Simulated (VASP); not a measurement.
A run of VASP 6.6.1 is set up as follows.

The input INCAR:

```
PREC = Accurate
ENCUT = 600
EDIFF = 1E-7
ISMEAR = -1
SIGMA = 0.1
LREAL = F
LASPH = T
NELM = 60
ALGO = Normal
ISIF = 3
LWAVE = F
LCHARG = F
GGA = PE
IBRION = 2
NSW = 60
EDIFFG = -0.005
PSTRESS = 0.3
```

Contents of KPOINTS:

```
Automatic mesh
0
Gamma
  12 12 12
```

Contents of POSCAR:

```
AlCo
1.0
    0.0000000000      2.5461110152      2.5461110152
    2.5461110152      0.0000000000      2.5461110152
    2.5461110152      2.5461110152      0.0000000000
Co Al
1 1
Direct
    0.0000000000      0.0000000000      0.0000000000
    0.2500000000      0.2500000000      0.2500000000
```

Potentials or basis: VASP PAW PBE potentials, release 64 (Co, Al).

Command:

```bash
$ cat potpaw_PBE.64/Co/POTCAR potpaw_PBE.64/Al/POTCAR > POTCAR
$ mpirun -np 1 vasp_std > vasp.out
```

Q: Estimate the relaxed cell.

A: a = 3.771 Å, b = 3.771 Å, c = 3.771 Å, α = 60.00°, β = 60.00°, γ = 60.00°.

Q: Predict the space group after relaxing (to 0.1 Å).

A: F-43m (No. 216).

The path:
| step | energy change (eV) | largest force (eV/Å) | pressure (GPa) | volume (Å³) |
| --- | --- | --- | --- | --- |
| 1 | 0.0000 | 0.0000 | 12.03 | 33.01 |
| 2 | -0.1563 | 0.0000 | -2.05 | 39.28 |
| 3 | -0.1651 | 0.0000 | 0.09 | 37.91 |
| 4 | -0.1651 | 0.0000 | -0.09 | 38.01 |
| 5 | -0.1651 | 0.0000 | 0.05 | 37.93 |

Caveat: the cell is relaxed towards a set pressure, so the run minimises the enthalpy, not the energy; the run has no spin polarisation, though such a crystal can be magnetic. Spin polarisation is off, so any magnetic state and its effect on volume and gap are missing.
